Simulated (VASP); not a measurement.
Input of a VASP 6.6.1 run:

File INCAR:

```
SYSTEM = Si8O15
PREC = Accurate
ENCUT = 520
EDIFF = 1E-6
ISMEAR = 0
SIGMA = 0.05
LREAL = Auto
LASPH = .True.
NELM = 100
ALGO = Normal
ISIF = 2
LWAVE = .False.
LCHARG = .True.
GGA = PS
LELF = .True.
LVHAR = .True.
NBANDS = 78
NELECT = 120.0
```

KPOINTS

```
Automatic mesh
0
Gamma
  2 2 2
  0 0 0
```

File POSCAR:

```
Si8O15
1.0
   -4.1898000000     -4.1898000000      0.0000000000
    4.1898000000     -4.1898000000      0.0000000000
    0.0000000000      0.0000000000      5.3388000000
Si O
8 15
Direct
    0.5000739111      0.5010290519     -0.0029857915
    0.0000611452      0.4799604213      0.2492675957
    0.5000497013      0.5010360257      0.5014874319
    0.0000462115      0.5385359234      0.7492596720
    0.0002041663     -0.0218032954      0.0219650614
    0.5001289056      0.0083729567      0.2492487907
    0.0001602962     -0.0218583553      0.4765875445
    0.5000477220      0.0038004514      0.7492322894
    0.1892836139      0.4910431046     -0.0091051642
    0.0001118349      0.1832253962      0.2493029766
    0.8107761426      0.4910925626     -0.0090605173
    0.0000007227      0.7850424018      0.2492747094
    0.1892817847      0.4910944377      0.5076280228
    0.8107803745      0.4911446239      0.5075836015
    0.0000789453      0.8340859718      0.7492975244
    0.7026391696      0.0067213665     -0.0039928536
    0.5000935426      0.6994238590      0.2492395172
    0.2975311121      0.0067144089     -0.0040356662
    0.5000521042      0.3093580585      0.2492449950
    0.7026246882      0.0066598633      0.5024739706
    0.5000403490      0.6981080994      0.7492555836
    0.2975310964      0.0066432153      0.5024720742
    0.5000425600      0.3055651509      0.7492413320
```

Potentials or basis: VASP PAW PBE potentials, release 64 (Si, O).

Run with:

```console
$ cat potpaw_PBE.64/Si/POTCAR potpaw_PBE.64/O/POTCAR > POTCAR
$ mpirun -np 1 vasp_std > vasp.out
```

Task: Estimate the largest force.

Result: 0.113 eV/Å.

Forces on the atoms (eV/Å):
```
Si  -0.019  0.020 -0.004
Si   0.007 -0.002 -0.003
Si  -0.020  0.018  0.003
Si   0.021 -0.013  0.001
Si   0.036 -0.013 -0.053
Si   0.006 -0.013 -0.001
Si   0.035 -0.017  0.055
Si  -0.004 -0.014  0.001
O   -0.022 -0.026 -0.003
O    0.033 -0.033 -0.002
O    0.020  0.020 -0.010
O   -0.085  0.075 -0.006
O   -0.024 -0.026  0.002
O    0.020  0.022  0.008
O   -0.042  0.041 -0.004
O   -0.016 -0.012 -0.002
O    0.025 -0.019  0.001
O    0.011  0.015  0.005
O   -0.002  0.004  0.002
O   -0.014 -0.014  0.006
O    0.036 -0.035  0.003
O    0.012  0.011  0.002
O   -0.013  0.012 -0.003
```

Caveat: the k points lie up to 0.59 Å⁻¹ apart; the cell carries a net charge on a neutralising background, which shifts energy and pressure; the PAW data sets were made with another functional, which shifts forces and pressure a little.
